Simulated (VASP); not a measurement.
Write the native input for VASP 6.6.1 that does the following.

* Task: single point
* Functional: PBE
* Potentials or basis: VASP PAW PBE potentials, release 64 (Rh_pv)
* Cutoff: 520 eV
* k mesh: 7 × 7 × 7
* Occupations: fermi-dirac, width 0.1 eV
* Spin: no spin polarisation
* Dipole correction: no
* Further INCAR settings: ALGO = Normal; EDIFF = 1e-06; NBANDS = 14

The structure of Rh lies in POSCAR:

```
Rh
1.0
    0.0000000000      1.9160595532      1.9160595532
    1.9160595532      0.0000000000      1.9160595532
    1.9160595532      1.9160595532      0.0000000000
Rh
1
Direct
    0.0000000000      0.0000000000      0.0000000000
```

These files were run (other wordings do the same):

INCAR

```
PREC = Accurate ; ENCUT = 520
EDIFF = 1E-6 ; ISMEAR = -1
SIGMA = 0.1 ; LREAL = F
LASPH = T ; NELM = 80
ALGO = Normal ; ISIF = 2
LWAVE = F ; LCHARG = T
GGA = PE ; LELF = T
LVHAR = T ; NBANDS = 14
```

KPOINTS

```
Automatic mesh
0
Gamma
  7 7 7
```

Potentials or basis: VASP PAW PBE potentials, release 64 (Rh_pv).

Command:

```bash
$ cat potpaw_PBE.64/Rh_pv/POTCAR > POTCAR
$ mpirun -np 1 vasp_std > vasp.out
```

It gave:

| Item | Value |
| --- | --- |
| Pressure | -1.1 GPa |

Caveat: the k points lie up to 0.41 Å⁻¹ apart.

Run time: 6.5 s on 1 thread of Intel Xeon 8259CL, with other jobs on the host, peak memory 0.12 GiB.
